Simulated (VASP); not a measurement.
Here is a VASP 6.6.1 calculation.

The input INCAR:

```
PREC = Accurate ; ENCUT = 520
EDIFF = 1E-6 ; ISMEAR = 0
SIGMA = 0.02 ; LREAL = F
LASPH = T ; NELM = 60
ALGO = Normal ; ISIF = 2
LWAVE = F ; LCHARG = F
GGA = PE ; NBANDS = 11
```

The input KPOINTS:

```
Automatic mesh
0
Gamma
  10 10 10
```

POSCAR

```
SiC
1.0
    0.0000000000      2.2605567678      2.2605567678
    2.2605567678      0.0000000000      2.2605567678
    2.2605567678      2.2605567678      0.0000000000
Si C
1 1
Direct
    0.0000000000      0.0000000000      0.0000000000
    0.2500000000      0.2500000000      0.2500000000
```

Potentials or basis: VASP PAW PBE potentials, release 64 (Si, C).

Launch:

```console
$ cat potpaw_PBE.64/Si/POTCAR potpaw_PBE.64/C/POTCAR > POTCAR
$ mpirun -np 1 vasp_std > vasp.out
```

Predict the pressure.

-16.8 GPa.

What does it give for the band gap on the k mesh?

1.45 eV, indirect (least direct gap 4.42 eV).

 A k mesh can miss the band edges.
